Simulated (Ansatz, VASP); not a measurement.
**Ta in VASP and in Ansatz**

INCAR

```
ALGO = Normal
EDIFF = 1E-6
ENCUT = 520
GGA = PE
ISIF = 2
ISMEAR = 0
LASPH = T
LCHARG = F
LREAL = F
LWAVE = F
NBANDS = 12
NELM = 100
PREC = Accurate
SIGMA = 0.15
```

KPOINTS

```
k-points
0
Gamma
  20 20 20
```

The input POSCAR:

```
Ta
1.0
   -1.6760492000      1.6760492000      1.6017416000
    1.6760492000     -1.6760492000      1.6017416000
    1.6760492000      1.6760492000     -1.6017416000
Ta
1
Direct
    0.0000000000      0.0000000000      0.0000000000
```

Input for Ansatz:

```yaml
crystal:
  lattice:
    - [-1.6760492, 1.6760492, 1.6017416]
    - [1.6760492, -1.6760492, 1.6017416]
    - [1.6760492, 1.6760492, -1.6017416]
  atoms:
    - { symbol: Ta, position: [0.0, 0.0, 0.0] }
basis:
  ecutwfc: 420
kpoints:
  mp_grid: { grid: [20, 20, 20] }
hamiltonian:
  xc: pbe
scf:
  occupations: { method: gaussian, width: 0.15 }
output:
  forces: true
  stress: true
  eigenvalues: true
```

Change from the starting cell: strain +0.015 along x and y, -0.030 along z, atoms carried along.

Alike in both runs: task single point; functional PBE; k mesh 20 × 20 × 20; occupations gaussian, width 0.15 eV; no spin polarisation.

|  | VASP | Ansatz |
| --- | --- | --- |
| version | VASP 6.6.1 | Ansatz 0.2.0 |
| potentials or method | VASP PAW PBE potentials, release 64 (Ta_pv), cutoff 520 eV | scalar-relativistic, plane waves, PAW |
| valence electrons in the cell | 11 | 13 |

|  | VASP | Ansatz | Ansatz less VASP |
| --- | --- | --- | --- |
| gap on the k mesh at the Fermi level (eV) | none | none | - |
| pressure (GPa) | 3.6 | 3.5 | -0.12 |
| traceless stress, the component that is largest in VASP (GPa) | 3.37 | 3.38 | +0.012 |

A gap of «none» marks a metal or a gap that the smearing closes. With one functional, cell and mesh, what is left measures potentials, basis and numerics. VASP's potentials hold 11 valence electrons a cell and Ansatz's 13, so a difference there can come from the potentials and not from the codes.

Neither program's run includes spin-orbit coupling.
